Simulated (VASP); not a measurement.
Crystal: NaSe3.

```
Na Se
1.0
    -2.23317    2.23317    4.98838
     2.23317   -2.23317    4.98838
     2.23317    2.23317   -4.98838
Na Se
1 3
Direct
  0.00000 0.00000 0.00000
  0.50000 0.50000 0.00000
  0.25000 0.75000 0.50000
  0.75000 0.25000 0.50000
```

| Item | Value |
| --- | --- |
| Program | VASP 6.6.1 |
| Task | relaxation of cell and atoms |
| Functional | PBE |
| Potentials or basis | VASP PAW PBE potentials, release 64 (Na_pv, Se) |
| Cutoff | 600 eV |
| k mesh | 6 × 6 × 6 |
| Occupations | gaussian, width 0.1 eV |
| Spin | no spin polarisation |

At the start: pressure -5.0 GPa; volume 24.88 Å³/atom.

Problem. Where does the relaxation end?

Solution. Over 8 steps the energy falls by 104.7 meV/atom and the volume is 21.70 Å³/atom (-12.8 %); space group I4/mmm (No. 139, to 0.1 Å) before and after.

The path:
```csv
step,energy change (eV),largest force (eV/Å),pressure (GPa),volume (Å³)
1,0.0000,0.0000,-5.02,99.51
2,-0.3077,0.0000,-1.44,88.65
3,-0.3441,0.0000,0.73,84.70
4,-0.3445,0.0000,0.99,84.27
5,-0.3935,0.0000,0.96,84.54
6,-0.4113,0.0000,1.22,84.76
7,-0.4180,0.0000,-0.37,87.48
8,-0.4187,0.0000,0.00,86.80
```

Final structure:
```
Na Se
1.0
    -2.04020    2.04020    5.21309
     2.04020   -2.04020    5.21309
     2.04020    2.04020   -5.21309
Na Se
1 3
Cartesian
  0.0000 0.0000 0.0000
  0.0000 0.0000 5.2131
  2.0402 0.0000 2.6065
  0.0000 2.0402 2.6065
```

Caveat: an odd number of electrons without spin polarisation forces a metal; a magnetic or distorted state may lie lower.
